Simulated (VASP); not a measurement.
Input of a VASP 6.6.1 run:

The input INCAR:

```
  ALGO = Normal
  EDIFF = 1E-8
  ENCUT = 520
  GGA = PS
  IBRION = 8
  ISIF = 2
  ISMEAR = 0
  LASPH = T
  LCHARG = T
  LEPSILON = T
  LREAL = F
  LWAVE = F
  NELM = 60
  NSW = 1
  PREC = Accurate
  SIGMA = 0.01
```

KPOINTS

```
k-points
0
Gamma
  8 8 8
```

File POSCAR:

```
ZnSe
1.0
    0.0000000000      2.7662893478      2.7662893478
    2.7662893478      0.0000000000      2.7662893478
    2.7662893478      2.7662893478      0.0000000000
Zn Se
1 1
Direct
    0.0000000000      0.0000000000      0.0000000000
    0.7500000000      0.7500000000      0.7500000000
```

Potentials or basis: VASP PAW PBE potentials, release 64 (Zn, Se).

Launch:

```console
$ cat potpaw_PBE.64/Zn/POTCAR potpaw_PBE.64/Se/POTCAR > POTCAR
$ mpirun -np 1 vasp_std > vasp.out
```

**Question.** Estimate the electronic dielectric tensor (diagonal).

**Answer.** 7.74.

**Question.** What does it give for the Born charges (mean of the diagonal)?

**Answer.** Zn +1.97; Se -1.97 e.

**Question.** Estimate the highest phonon frequency at Γ, LO-TO splitting left out.

**Answer.** 230 cm⁻¹.

Born effective charge tensors (e):
atom 1, Zn
```
1.97 0.00 0.00
0.00 1.97 0.00
0.00 0.00 1.97
```
atom 2, Se
```
-1.97  0.00  0.00
 0.00 -1.97  0.00
 0.00  0.00 -1.97
```

Caveat: the cell stands under pressure or tension, which shifts response properties.
